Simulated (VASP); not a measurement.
## CaSe: single point with PBE

CaSe:

```
Se Ca
1.0
     0.00000    2.91605    2.91605
     2.91605    0.00000    2.91605
     2.91605    2.91605    0.00000
Se Ca
1 1
Direct
  0.50000 0.50000 0.50000
  0.00000 0.00000 0.00000
```

```
Program             : VASP 6.6.1
Task                : single point
Functional          : PBE
Potentials or basis : VASP PAW PBE potentials, release 64 (Se, Ca_sv)
Cutoff              : 520 eV
k mesh              : 8 × 8 × 8
Occupations         : fermi-dirac, width 0.05 eV
Spin                : no spin polarisation
```

| Quantity | Value |
| --- | --- |
| Pressure | 3.7 GPa |
| Band gap on the k mesh | 1.92 eV (least direct gap 2.89 eV) |

Levels at points of the mesh, in eV from the valence-band top:
```tsv
k point	band 4	band 5	band 6	band 7	band 8	band 9	band 10	band 11	band 12	band 13
(0.00, 0.00, 0.00)	-20.63	-11.95	0.00	0.00	0.00	3.58	3.69	3.69	3.69	4.30
(0.50, 0.00, 0.00)	-20.63	-11.17	-3.45	-1.29	-1.29	4.59	5.60	5.61	5.61	7.77
(0.50, 0.50, 0.00)	-20.67	-11.32	-2.63	-0.97	-0.97	1.92	5.11	5.24	6.18	6.18
```

Run time: 28 s on 1 thread of Intel(R) Xeon(R) Platinum 8259CL CPU @ 2.50GHz (Skylake/Cascade Lake), on a shared host, peak memory 0.18 GiB.

Caveat: the cell stands under pressure. A k mesh can miss the band edges.
